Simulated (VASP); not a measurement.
Set up this calculation in VASP 6.6.1, as the native input.

| Item | Value |
| --- | --- |
| Task | single point |
| Functional | PBE |
| Dispersion | D3(BJ) |
| Potentials or basis | VASP PAW PBE potentials, release 64 (F) |
| Cutoff | 520 eV |
| k mesh | 10 × 10 × 6 |
| Occupations | gaussian, width 0.1 eV |
| Spin | no spin polarisation |
| Dipole correction | no |
| Further INCAR settings | ALGO = Fast; EDIFF = 1e-06; NBANDS = 14 |

The structure of F lies in POSCAR:

```
F
1.0
    1.6274810470     -3.0882595775      0.0000000000
    1.6274810470      3.0882595775      0.0000000000
    0.0000000000      0.0000000000      3.2551724875
F
2
Direct
    0.2500000000      0.7500000000      0.4250597170
    0.7500000000      0.2500000000      0.5749402830
```

The input as run:

INCAR

```
PREC = Accurate
ENCUT = 520
EDIFF = 1E-6
ISMEAR = 0
SIGMA = 0.1
LREAL = False
LASPH = True
NELM = 80
ALGO = Fast
ISIF = 2
LWAVE = False
LCHARG = False
GGA = PE
IVDW = 12
NBANDS = 14
```

KPOINTS

```
regular mesh
0
Gamma
  10 10 6
```

Potentials or basis: VASP PAW PBE potentials, release 64 (F).

Run with:

```sh
$ cat potpaw_PBE.64/F/POTCAR > POTCAR
$ mpirun -np 1 vasp_std > vasp.out
```

Results of the run:

```
Pressure                   : -0.2 GPa
Band gap on the k mesh     : zero (bands 7 and 8 overlap by 0.01 eV)
Dispersion energy per atom : -0.028 eV
```

Run time: 100 s on 1 thread of Oxide Virtual Turin-like Processor (shared host), peak memory 0.14 GiB.
